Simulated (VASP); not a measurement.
Wanted: the native input for a VASP 6.6.1 run.

- Task: single point
- Functional: PBE
- Potentials or basis: VASP PAW PBE potentials, release 64 (Ge_d, Sn_d)
- Cutoff: 520 eV
- k mesh: 6 × 6 × 2
- Occupations: fermi-dirac, width 0.02 eV
- Spin: no spin polarisation
- Dipole correction: no
- Further INCAR settings: ALGO = Normal; EDIFF = 1e-06; NBANDS = 51

The structure of SnGe5 lies in POSCAR:

```
SnGe5
1.0
    4.1127068120      0.0000000000      0.0000000000
   -2.0563534060      3.5617085775      0.0000000000
    0.0000000000      0.0000000000     10.0052938522
Ge Sn
5 1
Direct
    0.0000000000      0.0000000000     -0.0137062223
    0.6666666667      0.3333333333      0.6658313784
    0.3333333333      0.6666666667      0.3469452632
    0.6666666667      0.3333333333      0.9108861360
    0.3333333333      0.6666666667      0.5907033187
    0.0000000000      0.0000000000      0.2493401259
```

This cell differs from its parent crystal: volume changed by -6%.

These files were run (other wordings do the same):

INCAR

```
SYSTEM = SnGe5
PREC = Accurate ; ENCUT = 520
EDIFF = 1E-6 ; ISMEAR = -1
SIGMA = 0.02 ; LREAL = .False.
LASPH = .True. ; NELM = 100
ALGO = Normal ; ISIF = 2
LWAVE = .False. ; LCHARG = .True.
GGA = PE ; LELF = .True.
LVHAR = .True. ; NBANDS = 51
```

KPOINTS

```
Automatic mesh
0
Gamma
  6 6 2
  0 0 0
```

Potentials or basis: VASP PAW PBE potentials, release 64 (Ge_d, Sn_d).

Run with:

```sh
$ cat potpaw_PBE.64/Ge_d/POTCAR potpaw_PBE.64/Sn_d/POTCAR > POTCAR
$ mpirun -np 1 vasp_std > vasp.out
```

Results of the run:

```json
{
 "Pressure": "3.8 GPa",
 "Largest force": "0.083 eV/Å",
 "Band gap on the k mesh": "zero (band 42 reaches 5.27 eV, above the bottom of band 43 at 5.05 eV)"
}
```

Caveat: spin-orbit coupling is left out, which moves the levels of the heavy elements.

Run time: 81 s on 1 thread of AMD EPYC 9R45 96-Core Processor (Zen 5), with other jobs on the host, peak memory 0.27 GiB.
